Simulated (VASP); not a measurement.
# Ge (I4_1/amd) in VASP: a series of runs, part 2 of 2

VASP 6.6.1. Earlier steps stand in the parts before.

### 4 Single point, PBE

INCAR reads:

```
SYSTEM = Ge
PREC     = Accurate       ! precision mode
ENCUT    = 520            ! plane-wave cutoff, eV
EDIFF    = 1E-6           ! SCF threshold, eV
ISMEAR   = 0              ! smearing method
SIGMA    = 0.018000000000000002 ! smearing width, eV
LREAL    = .FALSE.        ! projectors in reciprocal space
LASPH    = .TRUE.         ! aspherical terms in the spheres
NELM     = 100            ! most SCF steps
ALGO     = Normal         ! electronic algorithm
ISIF     = 2              ! what is computed and relaxed
LWAVE    = .FALSE.        ! write WAVECAR
LCHARG   = .FALSE.        ! write CHGCAR
GGA      = PE             ! functional
NBANDS   = 21             ! bands
```

KPOINTS reads:

```
Automatic mesh
0
G
  11 11 11
  0 0 0
```

POSCAR reads:

```
Ge
1.0
   -2.5744897190      2.5744897190      1.3974126432
    2.5744897190     -2.5744897190      1.3974126432
    2.5744897190      2.5744897190     -1.3974126432
Ge
2
Direct
    0.5000000000      0.5000000000      0.0000000000
    0.2500000000      0.7500000000      0.5000000000
```

Potentials or basis: VASP PAW PBE potentials, release 64 (Ge_d).

Command:

```
> cat potpaw_PBE.64/Ge_d/POTCAR > POTCAR
> mpirun -np 1 vasp_std > vasp.out
```

OUTCAR:

```text
SYSTEM = Ge
   PREC = Accurate
   ENCUT = 520
   EDIFF = 1E-6
   ISMEAR = 0
   LREAL = .FALSE.
   LASPH = .TRUE.
   NELM = 100
   ISIF = 2
   GGA = PE

 ion  position               nearest neighbor table
   1  0.500  0.500  0.000-   2 2.67   2 2.67   2 2.67   2 2.67
   2  0.250  0.750  0.500-   1 2.67   1 2.67   1 2.67   1 2.67

  LATTYP: Found a body centered tetragonal cell.
 ALAT       =     5.1489794380
 C/A-ratio  =     0.5427920853

  Lattice vectors:

 A1 = (  -2.5744897190,   2.5744897190,   1.3974126432)
 A2 = (   2.5744897190,  -2.5744897190,   1.3974126432)
 A3 = (   2.5744897190,   2.5744897190,  -1.3974126432)

Analysis of symmetry for initial positions (statically):
=====================================================================
 Subroutine PRICEL returns:
 Original cell was already a primitive cell.

 Routine SETGRP: Setting up the symmetry group for a
 body centered tetragonal supercell.

 Subroutine GETGRP returns: Found 16 space group operations
 (whereof  8 operations were pure point group operations)
 out of a pool of 16 trial point group operations.

The static configuration has the point symmetry D_2d.
 The point group associated with its full space group is D_4h.

Analysis of symmetry for dynamics (positions and initial velocities):
=====================================================================
 Subroutine PRICEL returns:
 Original cell was already a primitive cell.

 Routine SETGRP: Setting up the symmetry group for a
 body centered tetragonal supercell.

 Subroutine GETGRP returns: Found 16 space group operations
 (whereof  8 operations were pure point group operations)
 out of a pool of 16 trial point group operations.

The dynamic configuration has the point symmetry D_2d.
 The point group associated with its full space group is D_4h.

 Subroutine INISYM returns: Found 16 space group operations
 (whereof  8 operations are pure point group operations),
 and found     1 'primitive' translations

----------------------------------------------------------------------------------------

                                     Primitive cell

  volume of cell :      37.0482

  direct lattice vectors                    reciprocal lattice vectors
    -2.574489719  2.574489719  1.397412643     0.000000000  0.194213244  0.357804119
     2.574489719 -2.574489719  1.397412643     0.194213244  0.000000000  0.357804119
     2.574489719  2.574489719 -1.397412643     0.194213244  0.194213244  0.000000000

  length of vectors
     3.899840602  3.899840602  3.899840602     0.407114937  0.407114937  0.274659004

  position of ions in fractional coordinates (direct lattice)
     0.500000000  0.500000000  0.000000000
     0.250000000  0.750000000  0.500000000

  ion indices of the primitive-cell ions
   primitive index   ion index
                 1           1
                 2           2

----------------------------------------------------------------------------------------

 KPOINTS: Automatic mesh

Automatic generation of k-mesh.
 Grid dimensions read from file:
 generate k-points for:   11   11   11

 Generating k-lattice:

  Cartesian coordinates                     Fractional coordinates (reciprocal lattice)
     0.000000000  0.017655749  0.032527647     0.090909091 -0.000000000  0.000000000
     0.017655749  0.000000000  0.032527647    -0.000000000  0.090909091  0.000000000
     0.017655749  0.017655749  0.000000000     0.000000000  0.000000000  0.090909091

  Length of vectors
     0.037010449  0.037010449  0.024969000

  Shift w.r.t. Gamma in fractional coordinates (k-lattice)
     0.000000000  0.000000000  0.000000000

 Subroutine IBZKPT returns following result:
 ===========================================

 Found    126 irreducible k-points:

 Following reciprocal coordinates:
            Coordinates               Weight
  0.000000  0.000000  0.000000      1.000000
  0.090909  0.000000 -0.000000      8.000000
  0.181818  0.000000 -0.000000      8.000000
  0.272727  0.000000  0.000000      8.000000
  0.363636  0.000000 -0.000000      8.000000
  0.454545  0.000000 -0.000000      8.000000
[... 16 lines left out ...]
 -0.272727  0.181818  0.000000     16.000000
 -0.181818  0.181818  0.000000      4.000000
 [... further k-points ...]
   k-points           NKPTS =    126   k-points in BZ     NKDIM =    126   number of bands    NBANDS=     21
   number of dos      NEDOS =    301   number of ions     NIONS =      2
   total plane-waves  NPLWV =  27000
   dimension x,y,z NGX =    30 NGY =   30 NGZ =   30
   dimension x,y,z NGXF=    60 NGYF=   60 NGZF=   60
   ions per type =               2
   NGX,Y,Z   is equivalent  to a cutoff of  12.79, 12.79, 12.79 a.u.
   NGXF,Y,Z  is equivalent  to a cutoff of  25.58, 25.58, 25.58 a.u.
 SYSTEM =  Ge
   PREC   = accura    normal or accurate (medium, high low for compatibility)
   ISTART =      0    job   : 0-new  1-cont  2-samecut
   ICHARG =      2    charge: 1-file 2-atom 10-const
   ISPIN  =      1    spin polarized calculation?
   LNONCOLLINEAR =      F non collinear calculations
   LSORBIT =      F    spin-orbit coupling
   LASPH  =      T    aspherical Exc in radial PAW
   ENCUT  =  520.0 eV  38.22 Ry    6.18 a.u.   7.25  7.25  7.25*2*pi/ulx,y,z
   NELM   =    100;   NELMIN=  2; NELMDL= -5     # of ELM steps
   EDIFF  = 0.1E-05   stopping-criterion for ELM
   LREAL  =      F    real-space projection
   EDIFFG = 0.1E-04   stopping-criterion for IOM
   NSW    =      0    number of steps for IOM
   IBRION =     -1    ionic relax: 0-MD 1-quasi-New 2-CG
   NFREE  =      0    steps in history (QN), initial steepest desc. (CG)
   ISIF   =      2    stress and relaxation
   ISYM   =      2    0-nonsym 1-usesym 2-fastsym
   POTIM  = 0.5000    time-step for ionic-motion
   TEBEG  =    0.0;   TEEND  =   0.0 temperature during run
   PSTRESS=    0.0 pullay stress
   NELECT =      28.0000    total number of electrons
   NUPDOWN=      -1.0000    fix difference up-down
   EMIN   =  10.00;   EMAX   =-10.00  energy-range for DOS
   EFERMI =   0.00;   METHOD = LEGACY
   ISMEAR =     0;   SIGMA  =   0.02  broadening in eV -4-tet -1-fermi 0-gaus
   EFERMI_NEDOS =   21; number of points for ismear=-14 and -15
   IALGO  =     38    algorithm
   IMIX   =      4    mixing-type and parameters
     AMIX     =   0.40;   BMIX     =  1.00
     AMIX_MAG =   1.60;   BMIX_MAG =  1.00
  volume/ion in A,a.u.               =      18.52       125.01
  Fermi-wavevector in a.u.,A,eV,Ry     =   1.491209  2.817976 30.255333  2.223704
  Thomas-Fermi vector in A             =   2.603893
   LORBIT       =      0    0 simple, 1 ext, 2 COOP (PROOUT), +10 PAW based schemes
   GGA     = PE    functional components
   LHFCALC =     F    Hartree Fock is set to
   AEXX    =    0.0000 exact exchange contribution
   IVDW    =     0    specifies the selected vdW correction
   LEPSILON=     F    determine dielectric tensor
   LRPA    =     F    only Hartree local field effects (RPA)
 non-spin polarized calculation
 Gauss-broadening in eV      SIGMA  =   0.02
  energy-cutoff  :      520.00
  volume of cell :       37.05
 maximum number of plane-waves:      1029
 NGX is ok and might be reduce to    30
   NGX = 15   NGY = 15   NGZ = 15

 number of electron      28.0000028 magnetization

 Free energy of the ion-electron system (eV)
  ---------------------------------------------------
  ext. energy  EPLUGINS =         0.00000000
  ---------------------------------------------------
  free energy    TOTEN  =        -8.55988623 eV

  energy without entropy =       -8.55952336  energy(sigma->0) =       -8.55970479

 E-fermi :   6.8494     XC(G=0): -11.3193

 val. band max:        6.8463150118   @ k =  -0.4545   0.0909   0.0000
 cond. band min:       6.8575912662   @ k =   0.2727   0.0909   0.0909
 fundamental gap:      0.0112762544
 Fermi energy:         6.8493984686

 k-point     1 :       0.0000    0.0000    0.0000
  band No.  band energies     occupation
      1     -17.9538      2.00000
      2     -17.9097      2.00000
      3     -17.8783      2.00000
      4     -17.8775      2.00000
      5     -17.7721      2.00000
      6     -17.7721      2.00000
[... 13 lines left out ...]
     20      18.3563      0.00000
     21      19.3365      0.00000
[... 529 lines left out ...]
 k-point    24 :      -0.1818    0.1818    0.0000
  band No.  band energies     occupation
      1     -17.9364      2.00000
      2     -17.9125      2.00000
      3     -17.8869      2.00000
      4     -17.8628      2.00000
      5     -17.7802      2.00000
      6     -17.7641      2.00000
[... 13 lines left out ...]
     20      19.0106      0.00000
     21      19.4196      0.00000

 [... further k-points ...]

------------------------ aborting loop because EDIFF is reached ----------------------------------------

  FORCE on cell =-STRESS in cart. coord.  units (eV):
  Direction    XX          YY          ZZ          XY          YZ          ZX
  --------------------------------------------------------------------------------------
  -------------------------------------------------------------------------------------
  Total        0.6798958      0.6798958      0.7968069      0.0000000      0.0000000      0.0000000
  in kB       29.4026131     29.4026131     34.4585263      0.0000000      0.0000000      0.0000000
  external PRESSURE =      31.0879175 kB  Pullay stress =       0.0000000 kB

 VOLUME and BASIS-vectors are now :
 -----------------------------------------------------------------------------
  energy-cutoff  :      520.00
  volume of cell :       37.05
      direct lattice vectors                 reciprocal lattice vectors
    -2.574489719  2.574489719  1.397412643     0.000000000  0.194213244  0.357804119
     2.574489719 -2.574489719  1.397412643     0.194213244  0.000000000  0.357804119
     2.574489719  2.574489719 -1.397412643     0.194213244  0.194213244  0.000000000

 POSITION                                       TOTAL-FORCE (eV/Angst)
 -----------------------------------------------------------------------------------
      0.00000      0.00000      1.39741         0.000000      0.000000     -0.000000
      2.57449      0.00000      0.69871        -0.000000     -0.000000      0.000000
 -----------------------------------------------------------------------------------
    total drift:                                0.000000     -0.000000      0.000000

  FREE ENERGIE OF THE ION-ELECTRON SYSTEM (eV)
  ---------------------------------------------------
  free  energy   TOTEN  =        -8.5598862323 eV

  energy  without entropy=       -8.5595233557  energy(sigma->0) =       -8.55970479
```

It took 43 s on 1 thread of Intel Xeon 6975P-C (Granite Rapids), shared host; peak memory 0.21 GiB.

What came out:

- Free energy: -8.5599 eV
- Pressure: 3.1 GPa
- Band gap on the k mesh: zero (bands 14 and 15 overlap by 4.71 eV)

Levels at points of the mesh, in eV from the Fermi level:
```
           k point  band 11  band 12  band 13  band 14  band 15  band 16  band 17  band 18
(0.00, 0.00, 0.00)   -13.35    -4.11    -2.39    -2.39     3.24     7.55     7.55     8.11
```

Caveat: the cell stands under pressure.

### 5 Summary

```csv
smearing,gap on the mesh (eV),pressure (GPa)
gaussian 0.013 eV,none,3.3
gaussian 0.017 eV,none,3.3
gaussian 0.018 eV,none,3.1
```

Alike in all rows: task single point; level PBE; potentials or basis VASP PAW PBE potentials, release 64 (Ge_d); no spin polarisation; cell as given; k mesh 11 × 11 × 11; cutoff (eV) 520.

Caveats: the cell stands under pressure.

Absolute energies hang on the potentials; compare differences alone.
